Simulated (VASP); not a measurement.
Si: single point with LDA

System: Si, a slab with vacuum.

```
Si
1.0
     3.81951    0.00000    0.00000
     0.00000    3.81951    0.00000
     0.00000    0.00000   21.06453
Si
5
Cartesian
  0.0000 1.9098 4.0000
  0.0000 0.0000 5.3504
  1.9098 0.0000 6.7466
  1.9098 1.9098 8.0645
  2.3872 2.3872 10.8345
```

```yaml
Program: VASP 6.6.1
Task: single point
Functional: LDA
Potentials_or_basis: VASP PAW LDA potentials, release 64 (Si)
Cutoff: 520 eV
k_mesh: 7 × 7 × 1
Occupations: gaussian, width 0.05 eV
Spin: collinear spin
Starting_moments: "[0.0, 0.0, 0.0, 0.0, 2.0] μB"
Dipole_correction: yes
Further_INCAR_settings: ALGO = Normal; EDIFF = 1e-07; NBANDS = 22
```

| Property | Result |
| --- | --- |
| Largest force | 1.918 eV/Å |
| Band gap on the k mesh | zero (filled and empty bands overlap) |
| Net moment | 0.00 μB per cell |
| Valence electrons inside the program's atomic spheres | Si 1.60, 1.70, 1.69, 1.46 (each value once) |

Forces in eV/Å, atoms in the order of the input:
```
Si   0.025  0.004  0.045
Si   0.003  0.055  0.111
Si  -0.106 -0.064  0.064
Si   0.291  0.411  1.642
Si  -0.213 -0.405 -1.863
```

Levels at points of the mesh, in eV from the Fermi level:
Spin up:
```tsv
k point	band 7	band 8	band 9	band 10	band 11	band 12	band 13	band 14
(0.00, 0.00, 0.00)	-1.75	-0.58	-0.20	1.21	1.49	1.79	1.96	2.31
```
Spin down:
```
           k point  band 6  band 7  band 8  band 9  band 10  band 11  band 12  band 13  band 14  band 15
(0.00, 0.00, 0.00)   -1.99   -1.75   -0.58   -0.20     1.21     1.49     1.79     1.96     2.31     2.55
```

Run time: 19 min on 1 thread of Intel Xeon 8259CL, with other jobs on the host, peak memory 0.44 GiB.
